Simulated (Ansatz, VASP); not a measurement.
# Two plane-wave programs on Fe

INCAR

```
SYSTEM = Fe
  ALGO = Normal
  EDIFF = 1E-7
  EDIFFG = -0.005
  ENCUT = 600
  GGA = PS
  IBRION = 2
  ISIF = 3
  ISMEAR = 0
  ISPIN = 2
  LASPH = .TRUE.
  LCHARG = .FALSE.
  LMAXMIX = 4
  LORBIT = 11
  LREAL = .FALSE.
  LWAVE = .FALSE.
  MAGMOM = 0.68
  NELM = 150
  NSW = 100
  PREC = Accurate
  SIGMA = 0.1
```

KPOINTS

```
k-points
0
G
  20 20 20
  0 0 0
```

POSCAR

```
Fe
1.0
    0.0000000000      1.7073444334      1.7073444334
    1.7073444334      0.0000000000      1.7073444334
    1.7073444334      1.7073444334      0.0000000000
Fe
1
Direct
    0.0000000000      0.0000000000      0.0000000000
```

Input for Ansatz:

```yaml
crystal:
  lattice:
    - [0.0, 1.7073444334, 1.7073444334]
    - [1.7073444334, 0.0, 1.7073444334]
    - [1.7073444334, 1.7073444334, 0.0]
  atoms:
    - { symbol: Fe, position: [0.0, 0.0, 0.0], spin: 0.68 }
basis:
  ecutwfc: 420
kpoints:
  mp_grid: { grid: [20, 20, 20] }
hamiltonian:
  xc: pbesol
scf:
  occupations: { method: gaussian, width: 0.1 }
output:
  forces: true
  stress: true
  eigenvalues: true
  populations: true
magnetization:
  spin_polarized: true
relax:
  adjacent_minimum: "off"
  f_tol: 0.005
  max_steps: 80
  cell: { stress_tol: 0.05 }
```

Alike in both runs: task relaxation of cell and atoms; functional PBEsol; k mesh 20 × 20 × 20; occupations gaussian, width 0.1 eV; collinear spin.

|  | VASP | Ansatz |
| --- | --- | --- |
| version | VASP 6.6.1 | Ansatz 0.2.0 |
| potentials or method | VASP PAW PBE potentials, release 64 (Fe), cutoff 600 eV | scalar-relativistic, plane waves, PAW |
| valence electrons in the cell | 8 | 16 |

|  | VASP | Ansatz | Ansatz less VASP |
| --- | --- | --- | --- |
| gap on the k mesh at the Fermi level, each at its own relaxed structure (eV) | none | none | - |
| net moment per atom (μB) | 0.22 | 0.20 | -0.017 |
| size of the moment on the site where the two differ most (μB) | 0.22 | 0.21 | -0.013 |
| relaxed volume (Å³/atom) | 9.86 | 9.88 | +0.015 |
| relaxed cell length with the largest relative difference (Å) | 2.407 | 2.409 | +0.0012 |

VASP's potentials were made for PBE, not for PBEsol. Site moments also hang on the region over which each program counts them. A gap of «none» marks a metal or a gap that the smearing closes. VASP's potentials hold 8 valence electrons a cell and Ansatz's 16, so a difference there can come from the potentials and not from the codes.
